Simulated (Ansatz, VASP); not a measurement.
# Hf in VASP and in Ansatz

The input INCAR:

```
SYSTEM = Hf
PREC = Accurate ; ENCUT = 520
EDIFF = 1E-6 ; ISMEAR = -1
SIGMA = 0.03 ; LREAL = .FALSE.
LASPH = .TRUE. ; NELM = 60
ALGO = Normal ; ISIF = 2
LWAVE = .FALSE. ; LCHARG = .FALSE.
GGA = PE ; NBANDS = 11
```

The input KPOINTS:

```
Automatic mesh
0
G
  13 13 13
  0 0 0
```

The input POSCAR:

```
Hf
1.0
    0.0000000000      2.2273754695      2.2273754695
    2.2273754695      0.0000000000      2.2273754695
    2.2273754695      2.2273754695      0.0000000000
Hf
1
Direct
    0.0000000000      0.0000000000      0.0000000000
```

Input for Ansatz:

```yaml
crystal:
  lattice:
    - [0.0, 2.2273754695, 2.2273754695]
    - [2.2273754695, 0.0, 2.2273754695]
    - [2.2273754695, 2.2273754695, 0.0]
  atoms:
    - { symbol: Hf, position: [0.0, 0.0, 0.0] }
kpoints:
  mp_grid: { grid: [13, 13, 13] }
  band_path:
    path:
      - [0.0, 0.0, 0.0]
      - [0.5, 0.0, 0.5]
      - [0.625, 0.25, 0.625]
      - [0.375, 0.375, 0.75]
      - [0.0, 0.0, 0.0]
      - [0.5, 0.5, 0.5]
      - [0.5, 0.25, 0.75]
      - [0.5, 0.0, 0.5]
    npoints: 5
scf:
  occupations: { method: fermi_dirac, width: 0.03 }
hamiltonian:
  xc: pbe
  pseudopotentials: { kind: all_electron, lapw: { basis_error: 0.001 } }
output:
  forces: true
  stress: true
  eigenvalues: true
```

Change from the starting cell: volume scaled by 1.01.

Alike in both runs: task single point; functional PBE; k mesh 13 × 13 × 13; occupations fermi-dirac, width 0.03 eV; no spin polarisation.

|  | VASP | Ansatz |
| --- | --- | --- |
| version | VASP 6.6.1 | Ansatz 0.2.0 |
| potentials or method | VASP PAW PBE potentials, release 64 (Hf_pv), cutoff 520 eV | all-electron LAPW, scalar-relativistic |

|  | VASP | Ansatz | Ansatz less VASP |
| --- | --- | --- | --- |
| pressure (GPa) | 1.7 | 2.1 | +0.45 |

Ansatz ran all-electron here, and VASP with PAW potentials.

Spin-orbit coupling is off throughout.
